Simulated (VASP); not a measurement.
# SiC (I-4m2) in VASP: further runs

Runs on SiC. Level: PBE. Tasks: single point.

Program: VASP 6.6.1. These are calculated values, not measurements. Logs are shortened: lines on timing, memory, paths and dates and some standing lists are left out, and cuts for length are marked.

### 1 The cell of the first run

The structure is tetragonal, space group I-4m2 (No. 119). Conventional cell: a = 3.117 Å, b = 3.117 Å, c = 4.231 Å, α = 90.00°, β = 90.00°, γ = 90.00°. Si (site symmetry -4m2) has 4 C at 1.88 Å within 2.5 Å. Within 2.5 Å of C (site symmetry -4m2) lie 4 Si at 1.88 Å.

### 2 Single point, PBE

Contents of INCAR:

```
SYSTEM = SiC
ALGO = Normal
EDIFF = 1E-6
ENCUT = 520
GGA = PE
ISIF = 2
ISMEAR = 0
LASPH = .True.
LCHARG = .False.
LREAL = .False.
LWAVE = .False.
NBANDS = 11
NELM = 80
PREC = Accurate
SIGMA = 0.05
```

Contents of KPOINTS:

```
k-points
0
Gamma
  4 4 4
  0 0 0
```

Contents of POSCAR:

```
SiC
1.0
    0.0000000000      2.2037845231      2.1156331421
    2.2037845231      0.0000000000      2.1156331421
    2.2037845231      2.2037845231      0.0000000000
Si C
1 1
Direct
    0.0000000000      0.0000000000      0.0000000000
    0.7500000000      0.7500000000      0.7500000000
```

Potentials or basis: VASP PAW PBE potentials, release 64 (Si, C).

Launch:

```sh
$ cat potpaw_PBE.64/Si/POTCAR potpaw_PBE.64/C/POTCAR > POTCAR
$ mpirun -np 1 vasp_std > vasp.out
```

OUTCAR:

```text
SYSTEM = SiC
   EDIFF = 1E-6
   ENCUT = 520
   GGA = PE
   ISIF = 2
   ISMEAR = 0
   LASPH = .True.
   LREAL = .False.
   NELM = 80
   PREC = Accurate

 ion  position               nearest neighbor table
   1  0.000  0.000  0.000-   2 1.88   2 1.88   2 1.88   2 1.88
   2  0.750  0.750  0.750-   1 1.88   1 1.88   1 1.88   1 1.88

  LATTYP: Found a body centered tetragonal cell.
 ALAT       =     3.1166219611
 C/A-ratio  =     1.3576450198

  Lattice vectors:

 A1 = (   0.0000000000,  -2.2037845231,  -2.1156331421)
 A2 = (   0.0000000000,   2.2037845231,  -2.1156331421)
 A3 = (   2.2037845231,   0.0000000000,   2.1156331421)

Analysis of symmetry for initial positions (statically):
=====================================================================
 Subroutine PRICEL returns:
 Original cell was already a primitive cell.

 Routine SETGRP: Setting up the symmetry group for a
 body centered tetragonal supercell.

 Subroutine GETGRP returns: Found  8 space group operations
 (whereof  8 operations were pure point group operations)
 out of a pool of 16 trial point group operations.

The static configuration has the point symmetry D_2d.

Analysis of symmetry for dynamics (positions and initial velocities):
=====================================================================
 Subroutine PRICEL returns:
 Original cell was already a primitive cell.

 Routine SETGRP: Setting up the symmetry group for a
 body centered tetragonal supercell.

 Subroutine GETGRP returns: Found  8 space group operations
 (whereof  8 operations were pure point group operations)
 out of a pool of 16 trial point group operations.

The dynamic configuration has the point symmetry D_2d.

 Subroutine INISYM returns: Found  8 space group operations
 (whereof  8 operations are pure point group operations),
 and found     1 'primitive' translations

----------------------------------------------------------------------------------------

                                     Primitive cell

  volume of cell :      20.5498

  direct lattice vectors                    reciprocal lattice vectors
     0.000000000  2.203784523  2.115633142    -0.226882436  0.226882436  0.236335870
     2.203784523  0.000000000  2.115633142     0.226882436 -0.226882436  0.236335870
     2.203784523  2.203784523  0.000000000     0.226882436  0.226882436 -0.236335870

  length of vectors
     3.054925501  3.054925501  3.116621961     0.398504608  0.398504608  0.398504608

  position of ions in fractional coordinates (direct lattice)
     0.000000000  0.000000000  0.000000000
[... 76 lines left out ...]
   PSTRESS=    0.0 pullay stress
   NELECT =       8.0000    total number of electrons
   NUPDOWN=      -1.0000    fix difference up-down
   EMIN   =  10.00;   EMAX   =-10.00  energy-range for DOS
   EFERMI =   0.00;   METHOD = LEGACY
   ISMEAR =     0;   SIGMA  =   0.05  broadening in eV -4-tet -1-fermi 0-gaus
   EFERMI_NEDOS =   21; number of points for ismear=-14 and -15
   IALGO  =     38    algorithm
   IMIX   =      4    mixing-type and parameters
     AMIX     =   0.40;   BMIX     =  1.00
     AMIX_MAG =   1.60;   BMIX_MAG =  1.00
  volume/ion in A,a.u.               =      10.27        69.34
  Fermi-wavevector in a.u.,A,eV,Ry     =   1.195369  2.258920 19.441458  1.428907
  Thomas-Fermi vector in A             =   2.331336
   LORBIT       =      0    0 simple, 1 ext, 2 COOP (PROOUT), +10 PAW based schemes
   GGA     = PE    functional components
   LHFCALC =     F    Hartree Fock is set to
   AEXX    =    0.0000 exact exchange contribution
   IVDW    =     0    specifies the selected vdW correction
   LEPSILON=     F    determine dielectric tensor
   LRPA    =     F    only Hartree local field effects (RPA)
 non-spin polarized calculation
 Gauss-broadening in eV      SIGMA  =   0.05
  energy-cutoff  :      520.00
  volume of cell :       20.55
 maximum number of plane-waves:       562
 NGX is ok and might be reduce to    24
   NGX = 11   NGY = 11   NGZ = 11

 number of electron       8.0000001 magnetization

 Free energy of the ion-electron system (eV)
  ---------------------------------------------------
  ext. energy  EPLUGINS =         0.00000000
  ---------------------------------------------------
  free energy    TOTEN  =       -14.91099837 eV

  energy without entropy =      -14.91099837  energy(sigma->0) =      -14.91099837

 E-fermi :   8.6578     XC(G=0): -11.3730

 val. band max:        8.4225575145   @ k =   0.0000   0.0000   0.0000
 cond. band min:       9.3116572913   @ k =   0.5000   0.5000   0.0000
 fundamental gap:      0.8890997767
 Fermi energy:         8.6578146768

 k-point     1 :       0.0000    0.0000    0.0000
  band No.  band energies     occupation
      1      -7.2389      2.00000
      2       8.1624      2.00000
      3       8.1624      2.00000
      4       8.4226      2.00000
      5      14.5406      0.00000
      6      15.4797      0.00000
      7      15.5955      0.00000
      8      15.5955      0.00000
      9      22.1258      0.00000
     10      23.2713      0.00000
     11      24.7954      0.00000
[... 155 lines left out ...]
 k-point    13 :      -0.2500    0.2500    0.5000
  band No.  band energies     occupation
      1      -1.9955      2.00000
      2       1.0905      2.00000
      3       3.1533      2.00000
      4       3.4885      2.00000
      5      13.8336      0.00000
      6      18.1045      0.00000
      7      18.4097      0.00000
      8      18.4983      0.00000
      9      22.0528      0.00000
     10      25.2698      0.00000
     11      28.7129      0.00000

------------------------ aborting loop because EDIFF is reached ----------------------------------------

  FORCE on cell =-STRESS in cart. coord.  units (eV):
  Direction    XX          YY          ZZ          XY          YZ          ZX
  --------------------------------------------------------------------------------------
  -------------------------------------------------------------------------------------
  Total        0.2472337      0.2472337      1.4504604      0.0000000      0.0000000      0.0000000
  in kB       19.2756803     19.2756803    113.0857434      0.0000000      0.0000000      0.0000000
  external PRESSURE =      50.5457014 kB  Pullay stress =       0.0000000 kB

 VOLUME and BASIS-vectors are now :
 -----------------------------------------------------------------------------
  energy-cutoff  :      520.00
  volume of cell :       20.55
      direct lattice vectors                 reciprocal lattice vectors
     0.000000000  2.203784523  2.115633142    -0.226882436  0.226882436  0.236335870
     2.203784523  0.000000000  2.115633142     0.226882436 -0.226882436  0.236335870
     2.203784523  2.203784523  0.000000000     0.226882436  0.226882436 -0.236335870

 POSITION                                       TOTAL-FORCE (eV/Angst)
 -----------------------------------------------------------------------------------
      0.00000      0.00000      0.00000         0.000000      0.000000      0.000000
      3.30568      3.30568      3.17345        -0.000000      0.000000      0.000000
 -----------------------------------------------------------------------------------
    total drift:                               -0.000000     -0.000000      0.000000

  FREE ENERGIE OF THE ION-ELECTRON SYSTEM (eV)
  ---------------------------------------------------
  free  energy   TOTEN  =       -14.9109983734 eV

  energy  without entropy=      -14.9109983734  energy(sigma->0) =      -14.91099837
```

OSZICAR:

```text
N       E                     dE             d eps       ncg     rms          rms(c)
DAV:   1     0.707726518554E+01    0.70773E+01   -0.39534E+03   302   0.606E+02
DAV:   2    -0.160598905189E+02   -0.23137E+02   -0.22235E+02   373   0.121E+02
DAV:   3    -0.168529014651E+02   -0.79301E+00   -0.79122E+00   363   0.182E+01
DAV:   4    -0.168555998667E+02   -0.26984E-02   -0.26982E-02   342   0.132E+00
DAV:   5    -0.168556119615E+02   -0.12095E-04   -0.12095E-04   366   0.830E-02    0.895E+00
DAV:   6    -0.149771859542E+02    0.18784E+01   -0.64532E+00   313   0.116E+01    0.397E+00
DAV:   7    -0.149184111808E+02    0.58775E-01   -0.43908E-01   354   0.376E+00    0.181E+00
DAV:   8    -0.149107638955E+02    0.76473E-02   -0.22891E-02   325   0.997E-01    0.164E-01
DAV:   9    -0.149108659448E+02   -0.10205E-03   -0.18647E-03   351   0.242E-01    0.116E-01
DAV:  10    -0.149109945818E+02   -0.12864E-03   -0.25781E-04   322   0.982E-02    0.281E-02
DAV:  11    -0.149109978320E+02   -0.32502E-05   -0.40816E-05   352   0.341E-02    0.617E-03
DAV:  12    -0.149109983734E+02   -0.54138E-06   -0.14408E-06   250   0.797E-03
   1 F= -.14910998E+02 E0= -.14910998E+02  d E =-.107064E-12
```

stdout:

```text
POSCAR found type information on POSCAR SiC
 POSCAR found :  2 types and       2 ions
 scaLAPACK will be used
 LDA part: xc-table for (Slater+PW92), standard interpolation
 POSCAR, INCAR and KPOINTS ok, starting setup
 FFT: planning ... GRIDC
 FFT: planning ... GRID_SOFT
 FFT: planning ... GRID
 WAVECAR not read
 entering main loop
```

Run time: 10 s. Hardware: 1 thread of AMD EPYC 7R13, shared host; peak memory 0.1 GiB.

What came out:

```yaml
Free_energy: -14.9110 eV
Pressure: 5.1 GPa
Band_gap_on_the_k_mesh: 0.89 eV, indirect (least direct gap 4.47 eV)
```

Levels at points of the mesh, in eV from the valence-band top:
| k point | band 1 | band 2 | band 3 | band 4 | band 5 | band 6 | band 7 | band 8 | band 9 |
| --- | --- | --- | --- | --- | --- | --- | --- | --- | --- |
| (0.00, 0.00, 0.00) | -15.66 | -0.26 | -0.26 | 0.00 | 6.12 | 7.06 | 7.17 | 7.17 | 13.70 |
| (0.50, 0.00, 0.00) | -12.05 | -8.78 | -1.48 | -1.00 | 5.15 | 6.72 | 7.48 | 9.92 | 15.88 |
| (0.50, 0.50, 0.00) | -10.38 | -7.68 | -3.68 | -3.68 | 0.89 | 3.65 | 13.79 | 13.79 | 15.12 |
| (0.50, 0.00, 0.50) | -10.70 | -8.19 | -3.27 | -3.21 | 1.26 | 4.37 | 13.32 | 14.44 | 14.58 |

Caveat: the k points lie up to 0.63 Å⁻¹ apart.

### 3 Single point, PBE

Contents of INCAR:

```
  PREC = Accurate
  ENCUT = 520
  EDIFF = 1E-6
  ISMEAR = 0
  SIGMA = 0.05
  LREAL = False
  LASPH = True
  NELM = 100
  ALGO = Normal
  ISIF = 2
  LWAVE = False
  LCHARG = False
  GGA = PE
  NBANDS = 11
```

Contents of KPOINTS:

```
Automatic mesh
0
Gamma
  4 4 4
```

Contents of POSCAR:

```
SiC
1.0
    0.0000000000      2.1389293512      2.2458758187
    2.1389293512      0.0000000000      2.2458758187
    2.1389293512      2.1389293512      0.0000000000
Si C
1 1
Direct
    0.0000000000      0.0000000000      0.0000000000
    0.7500000000      0.7500000000      0.7500000000
```

Potentials or basis: VASP PAW PBE potentials, release 64 (Si, C).

Launch:

```sh
$ cat potpaw_PBE.64/Si/POTCAR potpaw_PBE.64/C/POTCAR > POTCAR
$ mpirun -np 1 vasp_std > vasp.out
```

It took 8.5 s on 1 thread of AMD EPYC 7R13, shared host; peak memory 0.1 GiB.

Results (log left out):

| Property | Result |
| --- | --- |
| Free energy | -14.9003 eV |
| Pressure | 5.0 GPa |
| Band gap on the k mesh | 1.04 eV, indirect (least direct gap 4.47 eV) |

Stress tensor (GPa, compression positive):
```
 9.58  0.00  0.00
 0.00  9.58  0.00
 0.00  0.00 -4.12
```

Levels at points of the mesh, in eV from the valence-band top:
```tsv
k point	band 1	band 2	band 3	band 4	band 5	band 6	band 7	band 8
(0.00, 0.00, 0.00)	-15.61	-0.36	0.00	0.00	6.16	7.15	7.15	7.27
(0.50, 0.00, 0.00)	-12.00	-8.73	-1.49	-0.87	5.08	6.98	7.45	9.98
(0.50, 0.50, 0.00)	-10.79	-8.38	-2.98	-2.98	1.49	4.74	14.09	14.09
(0.50, 0.00, 0.50)	-10.41	-7.77	-3.55	-3.46	1.04	3.90	13.09	14.65
```

Caveat: the k points lie up to 0.63 Å⁻¹ apart.
